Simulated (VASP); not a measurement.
Crystal: Zn.

```xyz
2
Lattice="2.6521 0.0000 0.0000 -1.3260 2.2968 0.0000 0.0000 0.0000 4.9327" Properties=species:S:1:pos:R:3 pbc="T T T"
Zn    1.3260    0.7656    3.6995
Zn    0.0000    1.5312    1.2332
```

This cell differs from its parent crystal: volume scaled by 0.98.

Base run:

- Program: VASP 6.6.1
- Functional: LDA
- Potentials or basis: VASP PAW LDA potentials, release 64 (Zn)
- Cutoff: 520 eV
- k mesh: 11 × 11 × 6
- Occupations: fermi-dirac, width 0.05 eV
- Spin: no spin polarisation

Its results: band gap on the k mesh zero (band 12 reaches 4.69 eV, above the bottom of band 13 at -0.14 eV); pressure -7.5 GPa.

**Question.** The run is repeated on the same cell with these changes: functional from LDA to PBEsol; potentials or basis from VASP PAW LDA potentials, release 64 (Zn) to VASP PAW PBE potentials, release 64 (Zn). What comes out?

**Answer.** Band gap on the k mesh zero (band 12 reaches 4.74 eV, above the bottom of band 13 at -0.02 eV); pressure -3.9 GPa.

Caveats: the PAW data sets were made with another functional, which shifts forces and pressure a little (some runs).
